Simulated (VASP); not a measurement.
# Y (Fm-3m) in VASP: notebook

Y is run at these levels: PBE; tasks: single point.

Everything below comes from runs of VASP 6.6.1. Logs are shortened: lines on timing, memory, paths and dates and some standing lists are left out, and cuts for length are marked.

## Step 1: The cell of the first run

The structure is cubic, space group Fm-3m (No. 225). The conventional cell has a = 5.063 Å, b = 5.063 Å, c = 5.063 Å, α = 90.00°, β = 90.00°, γ = 90.00°. Y (site symmetry m-3m) has 12 Y at 3.58 Å within 4.7 Å.

## Step 2: Single point, PBE

INCAR reads:

```
PREC = Accurate
ENCUT = 520
EDIFF = 1E-7
ISMEAR = 0
SIGMA = 0.1
LREAL = False
LASPH = True
NELM = 100
ALGO = Normal
ISIF = 2
LWAVE = False
LCHARG = False
GGA = PE
NBANDS = 42
```

KPOINTS reads:

```
Automatic mesh
0
Gamma
  6 6 6
```

POSCAR reads:

```
Y
1.0
    5.0631553319      2.5315776660     -2.5315776660
    2.5315776660      5.0631553319      2.5315776660
    5.0631553319     -2.5315776660      2.5315776660
Y
6
Direct
    0.5000000000      0.0000000000      0.5000000000
    0.8333333333      0.3333333333      0.5000000000
    0.0000000000      0.0000000000      0.0000000000
    0.3333333333      0.3333333333      0.0000000000
    0.6666666667      0.6666666667      0.0000000000
    0.1666666667      0.6666666667      0.5000000000
```

Potentials or basis: VASP PAW PBE potentials, release 64 (Y_sv).

Launch:

```sh
cat potpaw_PBE.64/Y_sv/POTCAR > POTCAR
mpirun -np 1 vasp_std > vasp.out
```

OUTCAR:

```text
PREC = Accurate
   ENCUT = 520
   EDIFF = 1E-7
   ISMEAR = 0
   LREAL = False
   LASPH = True
   NELM = 100
   ISIF = 2
   GGA = PE

 ion  position               nearest neighbor table
   1  0.500  0.000  0.500-   2 3.58   6 3.58   4 3.58   5 3.58   4 3.58   5 3.58   3 3.58   3 3.58
                             6 3.58   2 3.58   2 3.58   6 3.58
   2  0.833  0.333  0.500-   1 3.58   6 3.58   6 3.58   3 3.58   3 3.58   5 3.58   4 3.58   4 3.58
                             1 3.58   1 3.58   5 3.58   6 3.58
   3  0.000  0.000  0.000-   4 3.58   5 3.58   2 3.58   6 3.58   2 3.58   6 3.58   1 3.58   1 3.58
                             5 3.58   4 3.58   5 3.58   4 3.58
   4  0.333  0.333  0.000-   3 3.58   5 3.58   5 3.58   1 3.58   1 3.58   6 3.58   2 3.58   2 3.58
                             3 3.58   3 3.58   6 3.58   5 3.58
   5  0.667  0.667  0.000-   4 3.58   4 3.58   3 3.58   1 3.58   2 3.58   1 3.58   6 3.58   6 3.58
                             3 3.58   3 3.58   2 3.58   4 3.58
   6  0.167  0.667  0.500-   2 3.58   2 3.58   1 3.58   3 3.58   4 3.58   3 3.58   5 3.58   5 3.58
                             1 3.58   1 3.58   4 3.58   2 3.58

  LATTYP: Found a base centered monoclinic cell.
 ALAT       =     6.2010735258
 B/A-ratio  =     1.7320508076
 C/A-ratio  =     1.0000000000
 COS(beta)  =    -0.3333333333

  Lattice vectors:

 A1 = (  -2.5315776659,   2.5315776659,   5.0631553320)
 A2 = (  -2.5315776660,  -5.0631553319,  -2.5315776660)
 A3 = (   5.0631553319,  -2.5315776660,   2.5315776660)

Analysis of symmetry for initial positions (statically):
=====================================================================
 Subroutine PRICEL returns following result:

  LATTYP: Found a face centered cubic cell.
 ALAT       =     5.0631553329

  Lattice vectors:

 A1 = (  -2.5315776665,  -2.5315776665,   0.0000000000)
 A2 = (  -2.5315776657,   0.0000000003,  -2.5315776660)
 A3 = (   0.0000000005,  -2.5315776654,  -2.5315776660)

   6 primitive cells build up your supercell.

 Routine SETGRP: Setting up the symmetry group for a
 base centered monoclinic supercell.

 Subroutine GETGRP returns: Found  4 space group operations
 (whereof  4 operations were pure point group operations)
 out of a pool of  4 trial point group operations.

The static configuration has the point symmetry C_2h.

Analysis of symmetry for dynamics (positions and initial velocities):
=====================================================================
 Subroutine PRICEL returns following result:

  LATTYP: Found a face centered cubic cell.
 ALAT       =     5.0631553329

  Lattice vectors:

 A1 = (  -2.5315776665,  -2.5315776665,   0.0000000000)
 A2 = (  -2.5315776657,   0.0000000003,  -2.5315776660)
 A3 = (   0.0000000005,  -2.5315776654,  -2.5315776660)

   6 primitive cells build up your supercell.

 Routine SETGRP: Setting up the symmetry group for a
 base centered monoclinic supercell.

 Subroutine GETGRP returns: Found  4 space group operations
 (whereof  4 operations were pure point group operations)
 out of a pool of  4 trial point group operations.

The dynamic configuration has the point symmetry C_2h.

 Subroutine INISYM returns: Found  4 space group operations
 (whereof  4 operations are pure point group operations),
 and found     6 'primitive' translations

----------------------------------------------------------------------------------------

                                     Primitive cell

  volume of cell :      32.4492

  direct lattice vectors                    reciprocal lattice vectors
    -2.531577666 -2.531577666  0.000000000    -0.197505297 -0.197505297  0.197505297
    -2.531577666  0.000000000 -2.531577666    -0.197505297  0.197505297 -0.197505297
     0.000000000 -2.531577665 -2.531577666     0.197505297 -0.197505297 -0.197505297

  length of vectors
     3.580191470  3.580191469  3.580191469     0.342089210  0.342089210  0.342089210

  position of ions in fractional coordinates (direct lattice)
     0.000000000  0.000000000  1.000000000

  ion indices of the primitive-cell ions
   primitive index   ion index
                 1           1

----------------------------------------------------------------------------------------

 KPOINTS: Automatic mesh

Automatic generation of k-mesh.
 Grid dimensions read from file:
 generate k-points for:    6    6    6

 Generating k-lattice:

  Cartesian coordinates                     Fractional coordinates (reciprocal lattice)
     0.016458775  0.005486258 -0.027431291     0.166666667  0.000000000  0.000000000
     0.000000000  0.021945033  0.021945033     0.000000000  0.166666667  0.000000000
     0.016458775 -0.016458775  0.016458775     0.000000000  0.000000000  0.166666667

  Length of vectors
     0.032457142  0.031034963  0.028507434

  Shift w.r.t. Gamma in fractional coordinates (k-lattice)
     0.000000000  0.000000000  0.000000000

 Subroutine IBZKPT returns following result:
 ===========================================

 Found     68 irreducible k-points:

 Following reciprocal coordinates:
            Coordinates               Weight
  0.000000  0.000000  0.000000      1.000000
  0.166667  0.000000 -0.000000      4.000000
  0.333333  0.000000  0.000000      4.000000
  0.500000  0.000000  0.000000      2.000000
  0.000000  0.166667  0.000000      2.000000
  0.333333  0.166667 -0.000000      2.000000
[... 16 lines left out ...]
 -0.333333  0.166667  0.166667      4.000000
 -0.166667  0.166667  0.166667      4.000000
 [... further k-points ...]
   k-points           NKPTS =     68   k-points in BZ     NKDIM =     68   number of bands    NBANDS=     42
   number of dos      NEDOS =    301   number of ions     NIONS =      6
   total plane-waves  NPLWV = 110592
   dimension x,y,z NGX =    48 NGY =   48 NGZ =   48
   dimension x,y,z NGXF=    96 NGYF=   96 NGZF=   96
   ions per type =               6
   NGX,Y,Z   is equivalent  to a cutoff of  12.87, 12.87, 12.87 a.u.
   NGXF,Y,Z  is equivalent  to a cutoff of  25.74, 25.74, 25.74 a.u.
 SYSTEM =  unknown system
   PREC   = accura    normal or accurate (medium, high low for compatibility)
   ISTART =      0    job   : 0-new  1-cont  2-samecut
   ICHARG =      2    charge: 1-file 2-atom 10-const
   ISPIN  =      1    spin polarized calculation?
   LNONCOLLINEAR =      F non collinear calculations
   LSORBIT =      F    spin-orbit coupling
   LASPH  =      T    aspherical Exc in radial PAW
   ENCUT  =  520.0 eV  38.22 Ry    6.18 a.u.  11.53 11.53 11.53*2*pi/ulx,y,z
   NELM   =    100;   NELMIN=  2; NELMDL= -5     # of ELM steps
   EDIFF  = 0.1E-06   stopping-criterion for ELM
   LREAL  =      F    real-space projection
   EDIFFG = 0.1E-05   stopping-criterion for IOM
   NSW    =      0    number of steps for IOM
   IBRION =     -1    ionic relax: 0-MD 1-quasi-New 2-CG
   NFREE  =      0    steps in history (QN), initial steepest desc. (CG)
   ISIF   =      2    stress and relaxation
   ISYM   =      2    0-nonsym 1-usesym 2-fastsym
   POTIM  = 0.5000    time-step for ionic-motion
   TEBEG  =    0.0;   TEEND  =   0.0 temperature during run
   PSTRESS=    0.0 pullay stress
   NELECT =      66.0000    total number of electrons
   NUPDOWN=      -1.0000    fix difference up-down
   EMIN   =  10.00;   EMAX   =-10.00  energy-range for DOS
   EFERMI =   0.00;   METHOD = LEGACY
   ISMEAR =     0;   SIGMA  =   0.10  broadening in eV -4-tet -1-fermi 0-gaus
   EFERMI_NEDOS =   21; number of points for ismear=-14 and -15
   IALGO  =     38    algorithm
   IMIX   =      4    mixing-type and parameters
     AMIX     =   0.40;   BMIX     =  1.00
     AMIX_MAG =   1.60;   BMIX_MAG =  1.00
  volume/ion in A,a.u.               =      32.45       218.98
  Fermi-wavevector in a.u.,A,eV,Ry     =   1.141487  2.157098 17.728304  1.302994
  Thomas-Fermi vector in A             =   2.278187
   LORBIT       =      0    0 simple, 1 ext, 2 COOP (PROOUT), +10 PAW based schemes
   GGA     = PE    functional components
   LHFCALC =     F    Hartree Fock is set to
   AEXX    =    0.0000 exact exchange contribution
   IVDW    =     0    specifies the selected vdW correction
   LEPSILON=     F    determine dielectric tensor
   LRPA    =     F    only Hartree local field effects (RPA)
 non-spin polarized calculation
 Gauss-broadening in eV      SIGMA  =   0.10
  energy-cutoff  :      520.00
  volume of cell :      194.70
 maximum number of plane-waves:      5267
 NGX is ok and might be reduce to    48

 number of electron      65.9999997 magnetization

 Free energy of the ion-electron system (eV)
  ---------------------------------------------------
  ext. energy  EPLUGINS =         0.00000000
  ---------------------------------------------------
  free energy    TOTEN  =       -38.46518423 eV

  energy without entropy =      -38.41471190  energy(sigma->0) =      -38.43994806

 E-fermi :   3.1154     XC(G=0):  -9.4707

 val. band max:        3.1126022824   @ k =  -0.3333   0.3333   0.1667
 cond. band min:       3.1283182351   @ k =   0.5000   0.0000   0.3333
 fundamental gap:      0.0157159527
 Fermi energy:         3.1154435820

 k-point     1 :       0.0000    0.0000    0.0000
  band No.  band energies     occupation
      1     -39.5610      2.00000
      2     -39.4950      2.00000
      3     -39.4788      2.00000
      4     -39.4788      2.00000
      5     -39.4788      2.00000
      6     -39.4788      2.00000
[... 34 lines left out ...]
     41       4.7374      0.00000
     42       4.9028      0.00000

 k-point     2 :       0.1667    0.0000   -0.0000
  band No.  band energies     occupation
      1     -39.5553      2.00000
      2     -39.4930      2.00000
      3     -39.4857      2.00000
      4     -39.4823      2.00000
      5     -39.4784      2.00000
      6     -39.4766      2.00000
[... 34 lines left out ...]
     41       4.6476      0.00000
     42       4.9225      0.00000

 k-point     3 :       0.3333    0.0000    0.0000
  band No.  band energies     occupation
      1     -39.5401      2.00000
      2     -39.5001      2.00000
      3     -39.4878      2.00000
      4     -39.4847      2.00000
      5     -39.4814      2.00000
      6     -39.4775      2.00000
[... 897 lines left out ...]
      4     -39.4903      2.00000
      5     -39.4835      2.00000
      6     -39.4755      2.00000
[... 34 lines left out ...]
     41       4.6191      0.00000
     42       4.9257      0.00000

 k-point    24 :      -0.1667    0.1667    0.1667
  band No.  band energies     occupation
      1     -39.5392      2.00000
      2     -39.4952      2.00000
      3     -39.4952      2.00000
      4     -39.4898      2.00000
      5     -39.4788      2.00000
      6     -39.4734      2.00000
[... 34 lines left out ...]
     41       4.1380      0.00000
     42       5.3109      0.00000

 [... further k-points ...]
[... 5 lines left out ...]
  --------------------------------------------------------------------------------------
  -------------------------------------------------------------------------------------
  Total       -0.2137430     -0.1614380     -0.1614380      0.0004476      0.0329709     -0.0004476
  in kB       -1.7589259     -1.3284990     -1.3284990      0.0036835      0.2713227     -0.0036838
  external PRESSURE =      -1.4719746 kB  Pullay stress =       0.0000000 kB

 VOLUME and BASIS-vectors are now :
 -----------------------------------------------------------------------------
  energy-cutoff  :      520.00
  volume of cell :      194.70
      direct lattice vectors                 reciprocal lattice vectors
     5.063155332  2.531577666 -2.531577666     0.098752649  0.032917550 -0.164587748
     2.531577666  5.063155332  2.531577666     0.000000000  0.131670198  0.131670198
     5.063155332 -2.531577666  2.531577666     0.098752649 -0.098752649  0.098752649

 POSITION                                       TOTAL-FORCE (eV/Angst)
 -----------------------------------------------------------------------------------
      5.06316      0.00000      0.00000         0.000000      0.000000      0.000000
      7.59473      2.53158     -0.00000         0.000000     -0.000000      0.000000
      0.00000      0.00000      0.00000        -0.000000     -0.000000      0.000000
      2.53158      2.53158      0.00000        -0.000000     -0.000000      0.000000
      5.06316      5.06316      0.00000         0.000000      0.000000     -0.000000
      5.06316      2.53158      2.53158        -0.000000      0.000000     -0.000000
 -----------------------------------------------------------------------------------
    total drift:                               -0.000000      0.000000      0.000000

  FREE ENERGIE OF THE ION-ELECTRON SYSTEM (eV)
  ---------------------------------------------------
  free  energy   TOTEN  =       -38.4651842267 eV

  energy  without entropy=      -38.4147118973  energy(sigma->0) =      -38.43994806
```

Run time: 16 min. Hardware: 1 thread of AMD EPYC 7R43 (Zen 3), shared host; peak memory 0.54 GiB.

What came out:

```yaml
Free_energy: -38.4652 eV
Pressure: -0.1 GPa
Band_gap_on_the_k_mesh: zero (band 33 reaches 3.34 eV, above the bottom of band 34 at 2.64 eV)
```

## Step 3: Single point, PBE

This run uses another cell than the first one: it holds 1 atom, not 6.

INCAR reads:

```
PREC     = Accurate       # precision mode
ENCUT    = 520            # plane-wave cutoff, eV
EDIFF    = 1E-6           # SCF threshold, eV
ISMEAR   = 0              # smearing method
SIGMA    = 0.1            # smearing width, eV
LREAL    = F              # projectors in reciprocal space
LASPH    = T              # aspherical terms in the spheres
NELM     = 100            # most SCF steps
ALGO     = Normal         # electronic algorithm
ISIF     = 2              # what is computed and relaxed
LWAVE    = F              # write WAVECAR
LCHARG   = F              # write CHGCAR
GGA      = PE             # functional
NBANDS   = 12             # bands
```

KPOINTS is that of step 2.

POSCAR reads:

```
Y
1.0
    0.0000000000      2.4850000000      2.4850000000
    2.4850000000      0.0000000000      2.4850000000
    2.4850000000      2.4850000000      0.0000000000
Y
1
Direct
    0.0000000000      0.0000000000      0.0000000000
```

Potentials or basis: VASP PAW PBE potentials, release 64 (Y_sv).

Launch:

```sh
cat potpaw_PBE.64/Y_sv/POTCAR > POTCAR
mpirun -np 1 vasp_std > vasp.out
```

OUTCAR:

```text
PREC = Accurate
   ENCUT = 520
   EDIFF = 1E-6
   ISMEAR = 0
   LREAL = F
   LASPH = T
   NELM = 100
   ISIF = 2
   GGA = PE

 ion  position               nearest neighbor table
   1  0.000  0.000  0.000-

  LATTYP: Found a face centered cubic cell.
 ALAT       =     4.9700000000

  Lattice vectors:

 A1 = (   0.0000000000,   2.4850000000,   2.4850000000)
 A2 = (   2.4850000000,   0.0000000000,   2.4850000000)
 A3 = (   2.4850000000,   2.4850000000,   0.0000000000)

Analysis of symmetry for initial positions (statically):
=====================================================================
 Subroutine PRICEL returns:
 Original cell was already a primitive cell.

 Routine SETGRP: Setting up the symmetry group for a
 face centered cubic supercell.

 Subroutine GETGRP returns: Found 48 space group operations
 (whereof 48 operations were pure point group operations)
 out of a pool of 48 trial point group operations.

The static configuration has the point symmetry O_h .

[... 154 lines left out ...]
 fundamental gap:      0.1554313409
 Fermi energy:         3.4222799142

 k-point     1 :       0.0000    0.0000    0.0000
  band No.  band energies     occupation
      1     -39.1384      2.00000
      2     -18.7895      2.00000
      3     -18.7895      2.00000
      4     -18.7895      2.00000
      5      -1.4549      2.00000
      6       5.2459      0.00000
      7       5.2459      0.00000
      8       5.2459      0.00000
      9       7.4008      0.00000
     10       7.4008      0.00000
     11      12.5309      0.00000
     12      15.9760      0.00000
[... 211 lines left out ...]
 k-point    16 :      -0.3333    0.5000    0.1667
  band No.  band energies     occupation
      1     -39.0267      2.00000
      2     -19.3353      2.00000
      3     -19.1360      2.00000
      4     -19.0413      2.00000
      5       2.2173      2.00000
      6       3.0027      2.00000
      7       4.5187      0.00000
      8       6.8366      0.00000
      9       9.4233      0.00000
     10      10.6348      0.00000
     11      11.5303      0.00000
     12      11.5890      0.00000

------------------------ aborting loop because EDIFF is reached ----------------------------------------

  FORCE on cell =-STRESS in cart. coord.  units (eV):
  Direction    XX          YY          ZZ          XY          YZ          ZX
  --------------------------------------------------------------------------------------
  -------------------------------------------------------------------------------------
  Total        0.4139923      0.4139923      0.4139923     -0.0000000      0.0000000     -0.0000000
  in kB       21.6119365     21.6119365     21.6119365     -0.0000000      0.0000000     -0.0000000
  external PRESSURE =      21.6119365 kB  Pullay stress =       0.0000000 kB

 VOLUME and BASIS-vectors are now :
 -----------------------------------------------------------------------------
  energy-cutoff  :      520.00
  volume of cell :       30.69
      direct lattice vectors                 reciprocal lattice vectors
     0.000000000  2.485000000  2.485000000    -0.201207243  0.201207243  0.201207243
     2.485000000  0.000000000  2.485000000     0.201207243 -0.201207243  0.201207243
     2.485000000  2.485000000  0.000000000     0.201207243  0.201207243 -0.201207243

 POSITION                                       TOTAL-FORCE (eV/Angst)
 -----------------------------------------------------------------------------------
      0.00000      0.00000      0.00000        -0.000000      0.000000     -0.000000
 -----------------------------------------------------------------------------------
    total drift:                               -0.000000     -0.000000     -0.000000

  FREE ENERGIE OF THE ION-ELECTRON SYSTEM (eV)
  ---------------------------------------------------
  free  energy   TOTEN  =        -6.4065849746 eV

  energy  without entropy=       -6.3993587917  energy(sigma->0) =       -6.40297188
```

OSZICAR:

```text
N       E                     dE             d eps       ncg     rms          rms(c)
DAV:   1     0.227598194669E+02    0.22760E+02   -0.55039E+03   384   0.831E+02
DAV:   2    -0.540912886552E+01   -0.28169E+02   -0.27409E+02   468   0.162E+02
DAV:   3    -0.654314833552E+01   -0.11340E+01   -0.11199E+01   536   0.207E+01
DAV:   4    -0.656364498473E+01   -0.20497E-01   -0.20459E-01   448   0.274E+00
DAV:   5    -0.656405104725E+01   -0.40606E-03   -0.40605E-03   492   0.321E-01    0.231E+01
DAV:   6    -0.642544395377E+01    0.13861E+00   -0.18325E-01   408   0.288E+00    0.138E+01
DAV:   7    -0.640900247675E+01    0.16441E-01   -0.25054E-01   444   0.338E+00    0.121E+00
DAV:   8    -0.640676617013E+01    0.22363E-02   -0.30433E-02   436   0.136E+00    0.413E-01
DAV:   9    -0.640663140552E+01    0.13476E-03   -0.54112E-04   436   0.185E-01    0.115E-01
DAV:  10    -0.640658462250E+01    0.46783E-04   -0.16767E-04   420   0.110E-01    0.248E-02
DAV:  11    -0.640658587559E+01   -0.12531E-05   -0.89408E-06   444   0.232E-02    0.152E-02
DAV:  12    -0.640658497460E+01    0.90099E-06   -0.10444E-06   340   0.814E-03
   1 F= -.64065850E+01 E0= -.64029719E+01  d E =-.722618E-02
```

stdout:

```text
POSCAR found type information on POSCAR Y
 POSCAR found :  1 types and       1 ions
 scaLAPACK will be used
 LDA part: xc-table for (Slater+PW92), standard interpolation
 POSCAR, INCAR and KPOINTS ok, starting setup
 FFT: planning ... GRIDC
 FFT: planning ... GRID_SOFT
 FFT: planning ... GRID
 WAVECAR not read
 entering main loop
```

Wall time 15 s (1 thread of AMD EPYC 7R43 (Zen 3), shared host); peak memory 0.13 GiB.

What came out:

| Property | Result |
| --- | --- |
| Free energy | -6.4066 eV |
| Pressure | 2.2 GPa |

Levels at points of the mesh, in eV from the Fermi level:
```
           k point  band 1  band 2  band 3  band 4  band 5  band 6  band 7  band 8  band 9  band 10
(0.00, 0.00, 0.00)  -42.56  -22.21  -22.21  -22.21   -4.88    1.82    1.82    1.82    3.98     3.98
(0.50, 0.00, 0.00)  -42.48  -22.90  -22.30  -22.30   -2.08    0.76    1.64    1.64    5.54     5.54
(0.50, 0.50, 0.00)  -42.45  -22.85  -22.46  -22.46   -1.92   -1.01    2.32    5.56    6.00     6.00
```

Caveat: the k points lie up to 0.36 Å⁻¹ apart.
